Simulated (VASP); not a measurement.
Wanted: the native input for a VASP 6.6.1 run.

```yaml
Task: relaxation of cell and atoms
Functional: PBEsol
Potentials_or_basis: VASP PAW PBE potentials, release 64 (Ge_d)
Cutoff: 600 eV
k_mesh: 12 × 12 × 12
Occupations: gaussian, width 0.1 eV
Spin: no spin polarisation
Dipole_correction: no
Further_INCAR_settings: ALGO = Normal; EDIFF = 1e-07; IBRION = 2; EDIFFG = -0.005; NSW = 100; ISIF = 3
```

The structure of Ge lies in POSCAR:

```
Ge
1.0
    0.0000000000      2.8374271074      2.8374271074
    2.8374271074      0.0000000000      2.8374271074
    2.8374271074      2.8374271074      0.0000000000
Ge
2
Direct
    0.5000000000      0.5000000000      0.5000000000
    0.7500000000      0.7500000000      0.7500000000
```

The input as run:

INCAR

```
PREC = Accurate
ENCUT = 600
EDIFF = 1E-7
ISMEAR = 0
SIGMA = 0.1
LREAL = F
LASPH = T
NELM = 100
ALGO = Normal
ISIF = 3
LWAVE = F
LCHARG = F
GGA = PS
IBRION = 2
NSW = 100
EDIFFG = -0.005
```

KPOINTS

```
Automatic mesh
0
Gamma
  12 12 12
```

Potentials or basis: VASP PAW PBE potentials, release 64 (Ge_d).

Run with:

```console
$ cat potpaw_PBE.64/Ge_d/POTCAR > POTCAR
$ mpirun -np 1 vasp_std > vasp.out
```

Results of the run:

The pressure after relaxing is 0.0 GPa. The band gap on the k mesh is zero (filled and empty bands touch).

Caveat: the relaxation stopped at its first step, so nothing moved; semilocal functionals underestimate gaps, so a narrow gap can read as zero; the PAW data sets were made with another functional, which shifts forces and pressure a little.

Run time: 21 s on 1 thread of Intel(R) Xeon(R) 6975P-C (Granite Rapids), on a shared host, peak memory 0.2 GiB.
